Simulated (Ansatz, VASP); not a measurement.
**LiTlSe2 in VASP and in Ansatz**

```xyz
4
Lattice="4.4025 0.0000 0.0000 0.0000 4.4025 0.0000 0.0000 0.0000 6.1312" Properties=species:S:1:pos:R:3 pbc="T T T"
Li    0.0000    0.0000    0.0000
Se    0.0000    2.2012    1.3906
Se    2.2012    0.0000    4.7405
Tl    2.2012    2.2012    3.0656
```

Alike in both runs: task single point; functional PBE; k mesh 6 × 6 × 4; no spin polarisation.

```csv
,VASP,Ansatz
version,VASP 6.6.1,Ansatz 0.2.0
potentials or method,"VASP PAW PBE potentials, release 64 (Li_sv, Se, Tl_d)","plane waves, PAW"
plane-wave cutoff (eV),750,420
occupations,"gaussian, width 0.01 eV",fixed
valence electrons in the cell,28,48
```

|  | VASP | Ansatz | Ansatz less VASP |
| --- | --- | --- | --- |
| gap on the k mesh at the Fermi level (eV) | 0.27 | 0.28 | +0.006 |
| pressure (GPa) | -1.8 | -1.8 | -0.01 |
| rms of the force components (eV/Å) | 0.074 | 0.077 | +0.0021 |

VASP's potentials hold 28 valence electrons a cell and Ansatz's 48, so a difference there can come from the potentials and not from the codes.

Neither program's run includes spin-orbit coupling.
